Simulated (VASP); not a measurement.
Crystal: CaGaC4N4.

```
Ca Ga C N
1.0
     7.44018    0.00000    0.00000
     0.00000    7.44018    0.00000
     0.00000    0.00000    4.10167
Ca Ga C N
1 1 4 4
Direct
  0.00000 0.00000 0.00000
  0.50000 0.50000 0.00000
  0.20015 0.79985 0.00000
  0.79985 0.20015 0.00000
  0.20015 0.20015 0.00000
  0.79985 0.79985 0.00000
  0.31135 0.68865 0.00000
  0.68865 0.31135 0.00000
  0.31135 0.31135 0.00000
  0.68865 0.68865 0.00000
```

| Item | Value |
| --- | --- |
| Program | VASP 6.6.1 |
| Task | relaxation of cell and atoms |
| Functional | PBE |
| Potentials or basis | VASP PAW PBE potentials, release 64 (Ca_sv, Ga_d, C, N) |
| Cutoff | 600 eV |
| k mesh | 4 × 4 × 4 |
| Occupations | gaussian, width 0.1 eV |
| Spin | no spin polarisation |

At the start: pressure 8.7 GPa; volume 22.71 Å³/atom.

Where does the relaxation end?

Over 19 steps the energy falls by 285.1 meV/atom and the volume is 25.32 Å³/atom (+11.5 %); space group P4/mmm (No. 123, to 0.1 Å) before and after.

Step by step:
| step | energy change (eV) | largest force (eV/Å) | pressure (GPa) | volume (Å³) |
| --- | --- | --- | --- | --- |
| 1 | 0.0000 | 3.6229 | 8.74 | 227.05 |
| 2 | -2.3639 | 2.8309 | -0.10 | 269.47 |
| 3 | -2.3949 | 2.7019 | 0.35 | 263.89 |
| 4 | 2.1884 | 10.7459 | -12.73 | 278.86 |
| 5 | -2.4814 | 1.3369 | -2.30 | 265.44 |
| 6 | -2.4866 | 0.9426 | -1.90 | 265.14 |
| 7 | -2.4868 | 0.8299 | -1.78 | 265.06 |
| 8 | -2.7202 | 0.7232 | -1.15 | 258.42 |
| 9 | -2.8222 | 0.6023 | 0.16 | 251.65 |
| 10 | -2.5089 | 4.6697 | 4.44 | 251.14 |
| 11 | -2.8283 | 0.2006 | 0.66 | 251.59 |
| 12 | -2.8463 | 0.1481 | -0.07 | 254.39 |
| 13 | -2.8468 | 0.1357 | -0.23 | 255.06 |
| 14 | -2.8473 | 0.3854 | -0.48 | 254.32 |
| 15 | -2.8481 | 0.2179 | -0.37 | 254.65 |
| 16 | -2.8491 | 0.1726 | -0.27 | 254.35 |
| 17 | -2.8502 | 0.0952 | -0.17 | 253.85 |
| 18 | -2.8504 | 0.0587 | 0.10 | 252.85 |
| 19 | -2.8506 | 0.0274 | 0.01 | 253.22 |

Final structure:
```
Ca Ga C N
1.0
     7.94308    0.00000    0.00000
     0.00000    7.94308    0.00000
     0.00000    0.00000    4.01346
Ca Ga C N
1 1 4 4
Direct
  0.00000 0.00000 0.00000
  0.50000 0.50000 0.00000
  0.22221 0.77779 0.00000
  0.77779 0.22221 0.00000
  0.22221 0.22221 0.00000
  0.77779 0.77779 0.00000
  0.32684 0.67316 0.00000
  0.67316 0.32684 0.00000
  0.32684 0.32684 0.00000
  0.67316 0.67316 0.00000
```

Caveat: the k points lie up to 0.39 Å⁻¹ apart in the final cell, too coarse for converged energies and pressures of a metal.
